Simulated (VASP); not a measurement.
Wanted: the native input for a VASP 6.6.1 run.

```yaml
Task: single point
Functional: r2SCAN
Potentials_or_basis: VASP PAW PBE potentials, release 64 (Ag)
Cutoff: 520 eV
k_mesh: 22 × 22 × 22
Occupations: gaussian, width 0.15 eV
Spin: no spin polarisation
Dipole_correction: no
Further_INCAR_settings: ALGO = Normal; EDIFF = 1e-06; NBANDS = 12
```

Crystal: Ag.

```
Ag
1.0
    -1.65565    1.65565    1.65565
     1.65565   -1.65565    1.65565
     1.65565    1.65565   -1.65565
Ag
1
Direct
  0.00000 0.00000 0.00000
```

These files were run (other wordings do the same):

POSCAR

```
Ag
1.0
   -1.6556540000      1.6556540000      1.6556540000
    1.6556540000     -1.6556540000      1.6556540000
    1.6556540000      1.6556540000     -1.6556540000
Ag
1
Direct
    0.0000000000      0.0000000000      0.0000000000
```

INCAR.step1

```
  PREC = Accurate
  ENCUT = 520
  ISMEAR = 0
  SIGMA = 0.15
  LREAL = F
  LASPH = T
  NELM = 60
  NBANDS = 12
  GGA = PE
  ALGO = Normal
  EDIFF = 1E-4
  LWAVE = T
  LCHARG = F
```

INCAR.step2

```
  PREC = Accurate
  ENCUT = 520
  EDIFF = 1E-6
  ISMEAR = 0
  SIGMA = 0.15
  LREAL = F
  LASPH = T
  NELM = 60
  ALGO = Normal
  ISIF = 2
  LWAVE = F
  LCHARG = F
  METAGGA = R2SCAN
  LMIXTAU = T
  NBANDS = 12
  ISTART = 1
```

KPOINTS

```
regular mesh
0
Gamma
  22 22 22
```

Potentials or basis: VASP PAW PBE potentials, release 64 (Ag).

The run is started by

```bash
$ cat potpaw_PBE.64/Ag/POTCAR > POTCAR
$ cp INCAR.step1 INCAR
$ mpirun -np 1 vasp_std > vasp.out
$ cp INCAR.step2 INCAR
$ mpirun -np 1 vasp_std > vasp.out
```

Results of the run:

```json
{
 "Pressure": "-3.5 GPa"
}
```

Caveat: the PAW data sets were made with another functional, which shifts forces and pressure a little.

It took 2.6 min on 1 thread of Intel(R) Xeon(R) Platinum 8488C (Sapphire Rapids), on a shared host, peak memory 0.2 GiB.
